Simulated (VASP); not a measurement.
# Ag (Fm-3m) in VASP: a series of runs, part 2 of 2

VASP 6.6.1.

## 4. Single point, PBE

This run uses another cell than the first one, of 17.43 Å³/atom, 1.028 times its volume.

File INCAR:

```
PREC = Accurate
ENCUT = 520
EDIFF = 1E-6
ISMEAR = -1
SIGMA = 0.05
LREAL = False
LASPH = True
NELM = 60
ALGO = Normal
ISIF = 2
LWAVE = False
LCHARG = False
GGA = PE
NBANDS = 12
```

File KPOINTS:

```
regular mesh
0
Gamma
  11 11 11
```

File POSCAR:

```
Ag
1.0
    0.0000000000      2.0579889817      2.0579889817
    2.0579889817      0.0000000000      2.0579889817
    2.0579889817      2.0579889817      0.0000000000
Ag
1
Direct
    0.0000000000      0.0000000000      0.0000000000
```

Potentials or basis: VASP PAW PBE potentials, release 64 (Ag).

Started as:

```
$ cat potpaw_PBE.64/Ag/POTCAR > POTCAR
$ mpirun -np 1 vasp_std > vasp.out
```

OUTCAR:

```text
PREC = Accurate
   ENCUT = 520
   EDIFF = 1E-6
   ISMEAR = -1
   LREAL = False
   LASPH = True
   NELM = 60
   ISIF = 2
   GGA = PE

 ion  position               nearest neighbor table
   1  0.000  0.000  0.000-

  LATTYP: Found a face centered cubic cell.
 ALAT       =     4.1159779634

  Lattice vectors:

 A1 = (   0.0000000000,   2.0579889817,   2.0579889817)
 A2 = (   2.0579889817,   0.0000000000,   2.0579889817)
 A3 = (   2.0579889817,   2.0579889817,   0.0000000000)

Analysis of symmetry for initial positions (statically):
=====================================================================
 Subroutine PRICEL returns:
 Original cell was already a primitive cell.

 Routine SETGRP: Setting up the symmetry group for a
 face centered cubic supercell.

 Subroutine GETGRP returns: Found 48 space group operations
 (whereof 48 operations were pure point group operations)
 out of a pool of 48 trial point group operations.

The static configuration has the point symmetry O_h .

Analysis of symmetry for dynamics (positions and initial velocities):
=====================================================================
 Subroutine PRICEL returns:
 Original cell was already a primitive cell.

 Routine SETGRP: Setting up the symmetry group for a
 face centered cubic supercell.

 Subroutine GETGRP returns: Found 48 space group operations
 (whereof 48 operations were pure point group operations)
 out of a pool of 48 trial point group operations.

The dynamic configuration has the point symmetry O_h .

 Subroutine INISYM returns: Found 48 space group operations
 (whereof 48 operations are pure point group operations),
 and found     1 'primitive' translations

----------------------------------------------------------------------------------------

                                     Primitive cell

  volume of cell :      17.4325

  direct lattice vectors                    reciprocal lattice vectors
     0.000000000  2.057988982  2.057988982    -0.242955625  0.242955625  0.242955625
     2.057988982  0.000000000  2.057988982     0.242955625 -0.242955625  0.242955625
     2.057988982  2.057988982  0.000000000     0.242955625  0.242955625 -0.242955625

  length of vectors
     2.910435929  2.910435929  2.910435929     0.420811487  0.420811487  0.420811487

  position of ions in fractional coordinates (direct lattice)
     0.000000000  0.000000000  0.000000000

  ion indices of the primitive-cell ions
   primitive index   ion index
                 1           1

----------------------------------------------------------------------------------------

 KPOINTS: regular mesh

Automatic generation of k-mesh.
 Grid dimensions read from file:
 generate k-points for:   11   11   11

 Generating k-lattice:

  Cartesian coordinates                     Fractional coordinates (reciprocal lattice)
    -0.022086875  0.022086875  0.022086875     0.090909091  0.000000000  0.000000000
     0.022086875 -0.022086875  0.022086875     0.000000000  0.090909091  0.000000000
     0.022086875  0.022086875 -0.022086875     0.000000000  0.000000000  0.090909091

  Length of vectors
     0.038255590  0.038255590  0.038255590

  Shift w.r.t. Gamma in fractional coordinates (k-lattice)
     0.000000000  0.000000000  0.000000000

 Subroutine IBZKPT returns following result:
 ===========================================

 Found     56 irreducible k-points:

 Following reciprocal coordinates:
            Coordinates               Weight
  0.000000  0.000000  0.000000      1.000000
  0.090909  0.000000  0.000000      8.000000
  0.181818  0.000000  0.000000      8.000000
  0.272727  0.000000  0.000000      8.000000
  0.363636  0.000000  0.000000      8.000000
  0.454545  0.000000  0.000000      8.000000
[... 16 lines left out ...]
 -0.272727  0.181818  0.000000     24.000000
 -0.181818  0.181818  0.000000     12.000000
 [... further k-points ...]
   k-points           NKPTS =     56   k-points in BZ     NKDIM =     56   number of bands    NBANDS=     12
   number of dos      NEDOS =    301   number of ions     NIONS =      1
   total plane-waves  NPLWV =  13824
   dimension x,y,z NGX =    24 NGY =   24 NGZ =   24
   dimension x,y,z NGXF=    48 NGYF=   48 NGZF=   48
   ions per type =               1
   NGX,Y,Z   is equivalent  to a cutoff of  13.71, 13.71, 13.71 a.u.
   NGXF,Y,Z  is equivalent  to a cutoff of  27.42, 27.42, 27.42 a.u.
 SYSTEM =  unknown system
   PREC   = accura    normal or accurate (medium, high low for compatibility)
   ISTART =      0    job   : 0-new  1-cont  2-samecut
   ICHARG =      2    charge: 1-file 2-atom 10-const
   ISPIN  =      1    spin polarized calculation?
   LNONCOLLINEAR =      F non collinear calculations
   LSORBIT =      F    spin-orbit coupling
   LASPH  =      T    aspherical Exc in radial PAW
   ENCUT  =  520.0 eV  38.22 Ry    6.18 a.u.   5.41  5.41  5.41*2*pi/ulx,y,z
   NELM   =     60;   NELMIN=  2; NELMDL= -5     # of ELM steps
   EDIFF  = 0.1E-05   stopping-criterion for ELM
   LREAL  =      F    real-space projection
   EDIFFG = 0.1E-04   stopping-criterion for IOM
   NSW    =      0    number of steps for IOM
   IBRION =     -1    ionic relax: 0-MD 1-quasi-New 2-CG
   NFREE  =      0    steps in history (QN), initial steepest desc. (CG)
   ISIF   =      2    stress and relaxation
   ISYM   =      2    0-nonsym 1-usesym 2-fastsym
   POTIM  = 0.5000    time-step for ionic-motion
   TEBEG  =    0.0;   TEEND  =   0.0 temperature during run
   PSTRESS=    0.0 pullay stress
   NELECT =      11.0000    total number of electrons
   NUPDOWN=      -1.0000    fix difference up-down
   EMIN   =  10.00;   EMAX   =-10.00  energy-range for DOS
   EFERMI =   0.00;   METHOD = LEGACY
   ISMEAR =    -1;   SIGMA  =   0.05  broadening in eV -4-tet -1-fermi 0-gaus
   EFERMI_NEDOS =   21; number of points for ismear=-14 and -15
   IALGO  =     38    algorithm
   IMIX   =      4    mixing-type and parameters
     AMIX     =   0.40;   BMIX     =  1.00
     AMIX_MAG =   1.60;   BMIX_MAG =  1.00
  volume/ion in A,a.u.               =      17.43       117.64
  Fermi-wavevector in a.u.,A,eV,Ry     =   1.404169  2.653494 26.826475  1.971690
  Thomas-Fermi vector in A             =   2.526758
   LORBIT       =      0    0 simple, 1 ext, 2 COOP (PROOUT), +10 PAW based schemes
   GGA     = PE    functional components
   LHFCALC =     F    Hartree Fock is set to
   AEXX    =    0.0000 exact exchange contribution
   IVDW    =     0    specifies the selected vdW correction
   LEPSILON=     F    determine dielectric tensor
   LRPA    =     F    only Hartree local field effects (RPA)
 non-spin polarized calculation
  energy-cutoff  :      520.00
  volume of cell :       17.43
 maximum number of plane-waves:       495
 NGX is ok and might be reduce to    24
   NGX = 11   NGY = 11   NGZ = 11

 number of electron      10.9999999 magnetization

 Free energy of the ion-electron system (eV)
  ---------------------------------------------------
  ext. energy  EPLUGINS =         0.00000000
  ---------------------------------------------------
  free energy    TOTEN  =        -2.71806961 eV

  energy without entropy =       -2.71479744  energy(sigma->0) =       -2.71643352

 E-fermi :   8.3846     XC(G=0): -12.0793

 val. band max:        8.3664939517   @ k =  -0.4545   0.0909   0.0000
 cond. band min:       8.4352070135   @ k =   0.4545   0.3636   0.0000
 fundamental gap:      0.0687130618
 Fermi energy:         8.3845775318

 k-point     1 :       0.0000    0.0000    0.0000
  band No.  band energies     occupation
      1       0.5190      2.00000
      2       3.3917      2.00000
      3       3.3917      2.00000
      4       3.3917      2.00000
      5       4.3849      2.00000
      6       4.3849      2.00000
      7      24.1000      0.00000
      8      27.5475      0.00000
      9      27.5475      0.00000
     10      27.5475      0.00000
     11      32.3018      0.00000
     12      33.2977      0.00000

 k-point     2 :       0.0909    0.0000    0.0000
  band No.  band energies     occupation
      1       0.7697      2.00000
      2       3.3394      2.00000
      3       3.4574      2.00000
      4       3.4574      2.00000
      5       4.3620      2.00000
      6       4.3620      2.00000
      7      24.0297      0.00000
      8      25.7743      0.00000
      9      27.6271      0.00000
     10      27.6271      0.00000
     11      31.8595      0.00000
     12      33.0005      0.00000
[... 316 lines left out ...]
 k-point    24 :      -0.1818    0.1818    0.0000
  band No.  band energies     occupation
      1       2.5110      2.00000
      2       3.0094      2.00000
      3       3.6043      2.00000
      4       3.9825      2.00000
      5       4.0131      2.00000
      6       5.5047      2.00000
      7      19.8896      0.00000
      8      20.2794      0.00000
      9      26.5874      0.00000
     10      28.4031      0.00000
     11      28.9389      0.00000
     12      32.3978      0.00000

 [... further k-points ...]
[... 5 lines left out ...]
  --------------------------------------------------------------------------------------
  -------------------------------------------------------------------------------------
  Total        0.2021502      0.2021502      0.2021502      0.0000000      0.0000000     -0.0000000
  in kB       18.5791438     18.5791438     18.5791438      0.0000000      0.0000000     -0.0000000
  external PRESSURE =      18.5791438 kB  Pullay stress =       0.0000000 kB

 VOLUME and BASIS-vectors are now :
 -----------------------------------------------------------------------------
  energy-cutoff  :      520.00
  volume of cell :       17.43
      direct lattice vectors                 reciprocal lattice vectors
     0.000000000  2.057988982  2.057988982    -0.242955625  0.242955625  0.242955625
     2.057988982  0.000000000  2.057988982     0.242955625 -0.242955625  0.242955625
     2.057988982  2.057988982  0.000000000     0.242955625  0.242955625 -0.242955625

 POSITION                                       TOTAL-FORCE (eV/Angst)
 -----------------------------------------------------------------------------------
      0.00000      0.00000      0.00000         0.000000      0.000000      0.000000
 -----------------------------------------------------------------------------------
    total drift:                               -0.000000     -0.000000     -0.000000

  FREE ENERGIE OF THE ION-ELECTRON SYSTEM (eV)
  ---------------------------------------------------
  free  energy   TOTEN  =        -2.7180696096 eV

  energy  without entropy=       -2.7147974366  energy(sigma->0) =       -2.71643352
```

It took 4.2 s on 1 thread of Intel Xeon 6975P-C (Granite Rapids), shared host; peak memory 0.14 GiB.

What came out:

| Item | Value |
| --- | --- |
| Free energy | -2.7181 eV |
| Pressure | 1.9 GPa |

Levels at points of the mesh, in eV from the Fermi level:
| k point | band 2 | band 3 | band 4 | band 5 | band 6 | band 7 | band 8 | band 9 | band 10 | band 11 |
| --- | --- | --- | --- | --- | --- | --- | --- | --- | --- | --- |
| (0.00, 0.00, 0.00) | -4.99 | -4.99 | -4.99 | -4.00 | -4.00 | 15.72 | 19.16 | 19.16 | 19.16 | 23.92 |

## 5. Relaxation of cell and atoms, PBE, target pressure 2 GPa, at which the enthalpy is minimised

This run uses another cell than the first one, of 17.05 Å³/atom, 1.005 times its volume.

File INCAR:

```
SYSTEM = Ag
  ALGO = Normal
  EDIFF = 1E-7
  EDIFFG = -0.01
  ENCUT = 600
  GGA = PE
  IBRION = 2
  ISIF = 3
  ISMEAR = -1
  LASPH = .TRUE.
  LCHARG = .FALSE.
  LREAL = .FALSE.
  LWAVE = .FALSE.
  NELM = 60
  NSW = 60
  PREC = Accurate
  PSTRESS = 20.0
  SIGMA = 0.05
```

File KPOINTS:

```
k-points
0
G
  11 11 11
  0 0 0
```

File POSCAR:

```
Ag
1.0
    0.0000000000      2.0427500000      2.0427500000
    2.0427500000      0.0000000000      2.0427500000
    2.0427500000      2.0427500000      0.0000000000
Ag
1
Direct
    0.0000000000      0.0000000000      0.0000000000
```

Potentials or basis: VASP PAW PBE potentials, release 64 (Ag).

Started as:

```
$ cat potpaw_PBE.64/Ag/POTCAR > POTCAR
$ mpirun -np 1 vasp_std > vasp.out
```

OUTCAR:

```text
SYSTEM = Ag
   EDIFF = 1E-7
   EDIFFG = -0.01
   ENCUT = 600
   GGA = PE
   IBRION = 2
   ISIF = 3
   ISMEAR = -1
   LASPH = .TRUE.
   LREAL = .FALSE.
   NELM = 60
   NSW = 60
   PREC = Accurate
   PSTRESS = 20.0

 ion  position               nearest neighbor table
   1  0.000  0.000  0.000-

  LATTYP: Found a face centered cubic cell.
 ALAT       =     4.0855000000

  Lattice vectors:

 A1 = (   0.0000000000,   2.0427500000,   2.0427500000)
 A2 = (   2.0427500000,   0.0000000000,   2.0427500000)
 A3 = (   2.0427500000,   2.0427500000,   0.0000000000)

Analysis of symmetry for initial positions (statically):
=====================================================================
 Subroutine PRICEL returns:
 Original cell was already a primitive cell.

 Routine SETGRP: Setting up the symmetry group for a
 face centered cubic supercell.

 Subroutine GETGRP returns: Found 48 space group operations
 (whereof 48 operations were pure point group operations)
 out of a pool of 48 trial point group operations.

The static configuration has the point symmetry O_h .

Analysis of symmetry for dynamics (positions and initial velocities):
=====================================================================
 Subroutine PRICEL returns:
 Original cell was already a primitive cell.

 Routine SETGRP: Setting up the symmetry group for a
 face centered cubic supercell.

 Subroutine GETGRP returns: Found 48 space group operations
 (whereof 48 operations were pure point group operations)
 out of a pool of 48 trial point group operations.

The dynamic configuration has the point symmetry O_h .

 Subroutine INISYM returns: Found 48 space group operations
 (whereof 48 operations are pure point group operations),
 and found     1 'primitive' translations

[... 117 lines left out ...]
   GGA     = PE    functional components
   LHFCALC =     F    Hartree Fock is set to
   AEXX    =    0.0000 exact exchange contribution
   IVDW    =     0    specifies the selected vdW correction
   LEPSILON=     F    determine dielectric tensor
   LRPA    =     F    only Hartree local field effects (RPA)
 conjugate gradient relaxation of ions
 non-spin polarized calculation
  energy-cutoff  :      600.00
  volume of cell :       17.05
 maximum number of plane-waves:       578
   NGX = 11   NGY = 11   NGZ = 11

--------------------------------------- Ionic step        1  -------------------------------------------

 number of electron      10.9999999 magnetization

 Free energy of the ion-electron system (eV)
  ---------------------------------------------------
  ext. energy  EPLUGINS =         0.00000000
  ---------------------------------------------------
  free energy    TOTEN  =        -2.71043402 eV

  energy without entropy =       -2.70761853  energy(sigma->0) =       -2.70902627

------------------------ aborting loop because EDIFF is reached ----------------------------------------

  FORCE on cell =-STRESS in cart. coord.  units (eV):
  Direction    XX          YY          ZZ          XY          YZ          ZX
  --------------------------------------------------------------------------------------
  -------------------------------------------------------------------------------------
  Total        0.4503997      0.4503997      0.4503997     -0.0000000     -0.0000000      0.0000000
  in kB       42.3285173     42.3285173     42.3285173     -0.0000000     -0.0000000      0.0000000
  external PRESSURE =      22.3285173 kB  Pullay stress =      20.0000000 kB
[... 61 lines left out ...]
--------------------------------------- Ionic step        3  -------------------------------------------

 number of electron      10.9999999 magnetization

 Free energy of the ion-electron system (eV)
  ---------------------------------------------------
  ext. energy  EPLUGINS =         0.00000000
  ---------------------------------------------------
  free energy    TOTEN  =        -2.71725644 eV

  energy without entropy =       -2.71401926  energy(sigma->0) =       -2.71563785

 E-fermi :   8.4070     XC(G=0): -12.0897

 val. band max:        8.3872715157   @ k =  -0.4545   0.0909   0.0000
 cond. band min:       8.4578261446   @ k =   0.4545   0.3636   0.0000
 fundamental gap:      0.0705546289
 Fermi energy:         8.4069854299

 k-point     1 :       0.0000    0.0000    0.0000
  band No.  band energies     occupation
      1       0.5297      2.00000
      2       3.4086      2.00000
      3       3.4086      2.00000
      4       3.4086      2.00000
      5       4.4049      2.00000
      6       4.4049      2.00000
      7      24.1271      0.00000
      8      27.5850      0.00000
      9      27.5850      0.00000
[... 265 lines left out ...]
 k-point    24 :      -0.1818    0.1818    0.0000
  band No.  band energies     occupation
      1       2.5247      2.00000
      2       3.0249      2.00000
      3       3.6214      2.00000
      4       4.0012      2.00000
      5       4.0317      2.00000
      6       5.5268      2.00000
      7      19.9260      0.00000
      8      20.3169      0.00000
      9      26.6237      0.00000

 [... further k-points ...]
[... 5 lines left out ...]
  --------------------------------------------------------------------------------------
  -------------------------------------------------------------------------------------
  Total        0.2185679      0.2185679      0.2185679     -0.0000000     -0.0000000     -0.0000000
  in kB       20.1229217     20.1229217     20.1229217     -0.0000000     -0.0000000     -0.0000000
  external PRESSURE =       0.1229217 kB  Pullay stress =      20.0000000 kB
[... 20 lines left out ...]
  energy  without entropy=       -2.7140192558  energy(sigma->0) =       -2.71563785

  enthalpy is  TOTEN    =        -2.5000236280 eV   P V=        0.2172328122

 reached required accuracy - stopping structural energy minimisation
```

OSZICAR:

```text
N       E                     dE             d eps       ncg     rms          rms(c)
DAV:   1     0.518078386016E+02    0.51808E+02   -0.61660E+03  1016   0.124E+03
[... 22 lines left out ...]
DAV:   1    -0.274635619962E+01   -0.27123E-01   -0.53586E-01  1022   0.898E+00    0.111E+00
DAV:   2    -0.271793762868E+01    0.28419E-01   -0.13330E-01  1021   0.394E+00    0.322E-01
DAV:   3    -0.271739745926E+01    0.54017E-03   -0.11552E-03  1024   0.340E-01    0.214E-01
DAV:   4    -0.271725648014E+01    0.14098E-03   -0.24221E-04  1077   0.147E-01    0.154E-02
DAV:   5    -0.271725596924E+01    0.51091E-06   -0.15803E-06  1025   0.139E-02    0.808E-03
DAV:   6    -0.271725644591E+01   -0.47667E-06   -0.47966E-07  1101   0.626E-03    0.526E-04
DAV:   7    -0.271725644015E+01    0.57591E-08   -0.47798E-09   527   0.729E-04
   3 F= -.25000236E+01 E0= -.24984050E+01  d E =-.240110E-02
```

It took 8.1 s on 1 thread of Intel Xeon 6975P-C (Granite Rapids), shared host; peak memory 0.15 GiB.

What came out:

| Quantity | Value |
| --- | --- |
| Free energy | -2.7173 eV |
| Relaxed volume | 17.40 Å³/atom |
| Relaxed cell | a = 2.909 Å, b = 2.909 Å, c = 2.909 Å, α = 60.00°, β = 60.00°, γ = 60.00° |
| Space group after relaxing (to 0.05 Å) | Fm-3m (No. 225) |
| Energy change on relaxing (the enthalpy is what falls) | -6.8 meV/atom |
| Ionic steps | 3 |
| Pressure after relaxing | 2.0 GPa |

The path:
```csv
step,energy change (eV),largest force (eV/Å),pressure (GPa),volume (Å³)
1,0.0000,0.0000,4.23,17.05
2,-0.0088,0.0000,0.67,17.64
3,-0.0068,0.0000,2.01,17.40
```

Final structure:
```yaml
crystal:
  lattice:
    - [0.00000, 2.05680, 2.05680]
    - [2.05680, 0.00000, 2.05680]
    - [2.05680, 2.05680, 0.00000]
  atoms:
    - { symbol: Ag, position: [0.00000, 0.00000, 0.00000] }
```

Caveat: the cell is relaxed towards a set pressure, so the enthalpy falls and the energy may rise. PBE usually gives volumes a little too large and moduli too small.

## 6. The runs side by side

| task | cell | cutoff (eV) | gap on the mesh (eV) | pressure (GPa) |
| --- | --- | --- | --- | --- |
| single point | a = 2.884 Å, angles 60.0°, 1 atom | 520 | none | 4.8 |
| single point | a = 2.848 Å, angles 60.0°, 1 atom | 520 | none | 9.8 |
| single point | a = 2.910 Å, angles 60.0°, 1 atom | 520 | none | 1.9 |
| relaxation of cell and atoms | relaxed to 2 GPa from a = 2.889 Å, angles 60.0°, 1 atom | 600 | none | 2.0 |

Alike in all rows: level PBE; potentials or basis VASP PAW PBE potentials, release 64 (Ag); no spin polarisation; k mesh 11 × 11 × 11; smearing fermi-dirac 0.05 eV.

Caveats: the cell is relaxed towards a set pressure, so the enthalpy falls and the energy may rise (some runs).

Absolute energies hang on the potentials; compare differences alone.
